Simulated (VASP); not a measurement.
# V (Im-3m) in VASP: single point with PBE

Aim: the single point of V with PBE.

Program: VASP 6.6.1. These are calculated values, not measurements. Logs are shortened: lines on timing, memory, paths and dates and some standing lists are left out, and cuts for length are marked.

## 1. The cell of the first run

It takes space group Im-3m (No. 229, cubic). The conventional cell has a = 2.997 Å, b = 2.997 Å, c = 2.997 Å, α = 90.00°, β = 90.00°, γ = 90.00°. Within 3.4 Å of V (site symmetry m-3m) lie 14 V at 2.60 to 3.00 Å.

## 2. Single point, PBE

Input file INCAR:

```
SYSTEM = V
ALGO = Normal
EDIFF = 1E-6
ENCUT = 500
GGA = PE
GGA_COMPAT = .False.
ISIF = 2
ISMEAR = -1
LASPH = .True.
LCHARG = .False.
LREAL = .False.
LWAVE = .False.
NBANDS = 20
NELM = 120
PREC = Accurate
SIGMA = 0.1
```

Input file KPOINTS:

```
k-points
0
Gamma
  2 2 2
  0 0 0
```

Input file POSCAR:

```
V
1.0
    2.9970398100      0.0000000000      0.0000000000
    0.0000000000      2.9970398100      0.0000000000
    0.0000000000      0.0000000000      2.9970398100
V
2
Direct
    0.0000000000      0.0000000000      0.0000000000
    0.5000000000      0.5000000000      0.5000000000
```

Potentials or basis: VASP PAW PBE potentials, release 64 (V_sv).

Command:

```
cat potpaw_PBE.64/V_sv/POTCAR > POTCAR
mpirun -np 1 vasp_std > vasp.out
```

OUTCAR:

```text
SYSTEM = V
   EDIFF = 1E-6
   ENCUT = 500
   GGA = PE
   ISIF = 2
   ISMEAR = -1
   LASPH = .True.
   LREAL = .False.
   NELM = 120
   PREC = Accurate

 ion  position               nearest neighbor table
   1  0.000  0.000  0.000-   2 2.60   2 2.60   2 2.60   2 2.60   2 2.60   2 2.60   2 2.60   2 2.60

   2  0.500  0.500  0.500-   1 2.60   1 2.60   1 2.60   1 2.60   1 2.60   1 2.60   1 2.60   1 2.60

  LATTYP: Found a simple cubic cell.
 ALAT       =     2.9970398100

  Lattice vectors:

 A1 = (   2.9970398100,   0.0000000000,   0.0000000000)
 A2 = (   0.0000000000,   2.9970398100,   0.0000000000)
 A3 = (   0.0000000000,   0.0000000000,   2.9970398100)

Analysis of symmetry for initial positions (statically):
=====================================================================
 Subroutine PRICEL returns following result:

  LATTYP: Found a body centered cubic cell.
 ALAT       =     2.9970398100

  Lattice vectors:

 A1 = (   1.4985199050,   1.4985199050,  -1.4985199050)
 A2 = (  -1.4985199050,   1.4985199050,   1.4985199050)
 A3 = (   1.4985199050,  -1.4985199050,   1.4985199050)

   2 primitive cells build up your supercell.

 Routine SETGRP: Setting up the symmetry group for a
 simple cubic supercell.

 Subroutine GETGRP returns: Found 48 space group operations
 (whereof 48 operations were pure point group operations)
 out of a pool of 48 trial point group operations.

The static configuration has the point symmetry O_h .

Analysis of symmetry for dynamics (positions and initial velocities):
=====================================================================
 Subroutine PRICEL returns following result:

  LATTYP: Found a body centered cubic cell.
 ALAT       =     2.9970398100

  Lattice vectors:

 A1 = (   1.4985199050,   1.4985199050,  -1.4985199050)
 A2 = (  -1.4985199050,   1.4985199050,   1.4985199050)
 A3 = (   1.4985199050,  -1.4985199050,   1.4985199050)

   2 primitive cells build up your supercell.

 Routine SETGRP: Setting up the symmetry group for a
 simple cubic supercell.

 Subroutine GETGRP returns: Found 48 space group operations
 (whereof 48 operations were pure point group operations)
 out of a pool of 48 trial point group operations.

The dynamic configuration has the point symmetry O_h .

 Subroutine INISYM returns: Found 48 space group operations
 (whereof 48 operations are pure point group operations),
 and found     2 'primitive' translations

----------------------------------------------------------------------------------------

                                     Primitive cell

  volume of cell :      13.4601

  direct lattice vectors                    reciprocal lattice vectors
     1.498519905  1.498519905 -1.498519905     0.333662568  0.333662568  0.000000000
    -1.498519905  1.498519905  1.498519905    -0.000000000  0.333662568  0.333662568
     1.498519905 -1.498519905  1.498519905     0.333662568  0.000000000  0.333662568

  length of vectors
     2.595512612  2.595512612  2.595512612     0.471870129  0.471870129  0.471870129

  position of ions in fractional coordinates (direct lattice)
     0.000000000  0.000000000  0.000000000

  ion indices of the primitive-cell ions
   primitive index   ion index
                 1           1

----------------------------------------------------------------------------------------

 KPOINTS: k-points

Automatic generation of k-mesh.
 Grid dimensions read from file:
 generate k-points for:    2    2    2

 Generating k-lattice:

  Cartesian coordinates                     Fractional coordinates (reciprocal lattice)
     0.166831284  0.000000000  0.000000000     0.500000000  0.000000000  0.000000000
     0.000000000  0.166831284  0.000000000     0.000000000  0.500000000  0.000000000
     0.000000000  0.000000000  0.166831284     0.000000000  0.000000000  0.500000000

  Length of vectors
     0.166831284  0.166831284  0.166831284

  Shift w.r.t. Gamma in fractional coordinates (k-lattice)
     0.000000000  0.000000000  0.000000000

 Subroutine IBZKPT returns following result:
 ===========================================

 Found      4 irreducible k-points:

 Following reciprocal coordinates:
            Coordinates               Weight
  0.000000  0.000000  0.000000      1.000000
  0.500000  0.000000  0.000000      3.000000
  0.500000  0.500000  0.000000      3.000000
  0.500000  0.500000  0.500000      1.000000
   k-points           NKPTS =      4   k-points in BZ     NKDIM =      4   number of bands    NBANDS=     20
   number of dos      NEDOS =    301   number of ions     NIONS =      2
   total plane-waves  NPLWV =  13824
   dimension x,y,z NGX =    24 NGY =   24 NGZ =   24
   dimension x,y,z NGXF=    48 NGYF=   48 NGZF=   48
   ions per type =               2
   NGX,Y,Z   is equivalent  to a cutoff of  13.31, 13.31, 13.31 a.u.
   NGXF,Y,Z  is equivalent  to a cutoff of  26.63, 26.63, 26.63 a.u.
 SYSTEM =  V
   PREC   = accura    normal or accurate (medium, high low for compatibility)
   ISTART =      0    job   : 0-new  1-cont  2-samecut
   ICHARG =      2    charge: 1-file 2-atom 10-const
   ISPIN  =      1    spin polarized calculation?
   LNONCOLLINEAR =      F non collinear calculations
   LSORBIT =      F    spin-orbit coupling
   LASPH  =      T    aspherical Exc in radial PAW
   ENCUT  =  500.0 eV  36.75 Ry    6.06 a.u.   5.46  5.46  5.46*2*pi/ulx,y,z
   NELM   =    120;   NELMIN=  2; NELMDL= -5     # of ELM steps
   EDIFF  = 0.1E-05   stopping-criterion for ELM
   LREAL  =      F    real-space projection
[... 7 lines left out ...]
   TEBEG  =    0.0;   TEEND  =   0.0 temperature during run
   PSTRESS=    0.0 pullay stress
   NELECT =      26.0000    total number of electrons
   NUPDOWN=      -1.0000    fix difference up-down
   EMIN   =  10.00;   EMAX   =-10.00  energy-range for DOS
   EFERMI =   0.00;   METHOD = LEGACY
   ISMEAR =    -1;   SIGMA  =   0.10  broadening in eV -4-tet -1-fermi 0-gaus
   EFERMI_NEDOS =   21; number of points for ismear=-14 and -15
   IALGO  =     38    algorithm
   IMIX   =      4    mixing-type and parameters
     AMIX     =   0.40;   BMIX     =  1.00
     AMIX_MAG =   1.60;   BMIX_MAG =  1.00
  volume/ion in A,a.u.               =      13.46        90.83
  Fermi-wavevector in a.u.,A,eV,Ry     =   1.618229  3.058010 35.629122  2.618667
  Thomas-Fermi vector in A             =   2.712526
   LORBIT       =      0    0 simple, 1 ext, 2 COOP (PROOUT), +10 PAW based schemes
   GGA     = PE    functional components
   LHFCALC =     F    Hartree Fock is set to
   AEXX    =    0.0000 exact exchange contribution
   IVDW    =     0    specifies the selected vdW correction
   LEPSILON=     F    determine dielectric tensor
   LRPA    =     F    only Hartree local field effects (RPA)
 non-spin polarized calculation
  energy-cutoff  :      500.00
  volume of cell :       26.92
 maximum number of plane-waves:       691
 NGX is ok and might be reduce to    24
   NGX = 11   NGY = 11   NGZ = 11

 number of electron      25.9999988 magnetization

 Free energy of the ion-electron system (eV)
  ---------------------------------------------------
  ext. energy  EPLUGINS =         0.00000000
  ---------------------------------------------------
  free energy    TOTEN  =       -17.24421585 eV

  energy without entropy =      -17.03673999  energy(sigma->0) =      -17.14047792

 E-fermi :  10.8855     XC(G=0): -12.8306

 val. band max:       10.5401606507   @ k =   0.0000   0.0000   0.0000
 cond. band min:      10.9526237807   @ k =   0.5000   0.0000   0.0000
 fundamental gap:      0.4124631300
 Fermi energy:        10.8854773088

 k-point     1 :       0.0000    0.0000    0.0000
  band No.  band energies     occupation
      1     -53.3889      2.00000
      2     -53.0442      2.00000
      3     -27.3498      2.00000
      4     -27.3498      2.00000
      5     -27.3498      2.00000
      6     -26.7152      2.00000
[... 12 lines left out ...]
     19      13.9601      0.00000
     20      19.9991      0.00000

 k-point     2 :       0.5000    0.0000    0.0000
  band No.  band energies     occupation
      1     -53.2016      2.00000
      2     -53.2016      2.00000
      3     -27.2120      2.00000
      4     -27.2120      2.00000
      5     -27.0226      2.00000
      6     -27.0226      2.00000
[... 12 lines left out ...]
     19      13.7557      0.00000
     20      13.7557      0.00000

 k-point     3 :       0.5000    0.5000    0.0000
  band No.  band energies     occupation
      1     -53.1844      2.00000
      2     -53.1844      2.00000
      3     -27.6481      2.00000
      4     -27.6481      2.00000
      5     -27.0053      2.00000
      6     -27.0053      2.00000
[... 12 lines left out ...]
     19      14.3677      0.00000
     20      14.3677      0.00000

 k-point     4 :       0.5000    0.5000    0.5000
  band No.  band energies     occupation
      1     -53.1682      2.00000
      2     -53.1682      2.00000
      3     -27.1783      2.00000
      4     -27.1783      2.00000
      5     -27.1783      2.00000
      6     -27.1783      2.00000
[... 12 lines left out ...]
     19      20.3977      0.00000
     20      20.3977      0.00000

------------------------ aborting loop because EDIFF is reached ----------------------------------------

  FORCE on cell =-STRESS in cart. coord.  units (eV):
  Direction    XX          YY          ZZ          XY          YZ          ZX
  --------------------------------------------------------------------------------------
  -------------------------------------------------------------------------------------
  Total       -0.9099786     -0.9099786     -0.9099786     -0.0000000      0.0000000      0.0000000
  in kB      -54.1582001    -54.1582001    -54.1582001     -0.0000000      0.0000000      0.0000000
  external PRESSURE =     -54.1582001 kB  Pullay stress =       0.0000000 kB

 VOLUME and BASIS-vectors are now :
 -----------------------------------------------------------------------------
  energy-cutoff  :      500.00
  volume of cell :       26.92
      direct lattice vectors                 reciprocal lattice vectors
     2.997039810  0.000000000  0.000000000     0.333662568  0.000000000  0.000000000
     0.000000000  2.997039810  0.000000000     0.000000000  0.333662568  0.000000000
     0.000000000  0.000000000  2.997039810     0.000000000  0.000000000  0.333662568

 POSITION                                       TOTAL-FORCE (eV/Angst)
 -----------------------------------------------------------------------------------
      0.00000      0.00000      0.00000         0.000000     -0.000000      0.000000
      1.49852      1.49852      1.49852        -0.000000      0.000000     -0.000000
 -----------------------------------------------------------------------------------
    total drift:                                0.000000      0.000000     -0.000000

  FREE ENERGIE OF THE ION-ELECTRON SYSTEM (eV)
  ---------------------------------------------------
  free  energy   TOTEN  =       -17.2442158522 eV

  energy  without entropy=      -17.0367399910  energy(sigma->0) =      -17.14047792
```

Run time: 3.9 s. Hardware: 1 thread of AMD EPYC 7R43 (Zen 3), shared host; peak memory 0.09 GiB.

What came out:

```yaml
Free_energy: -17.2442 eV
Pressure: -5.4 GPa
Band_gap_on_the_k_mesh: zero (bands 13 and 14 overlap by 2.54 eV)
```

Caveat: the k points lie up to 1.05 Å⁻¹ apart, too coarse for converged energies and pressures of a metal.

The gap in the log of VASP goes by the Fermi energy; the results here count the filled bands.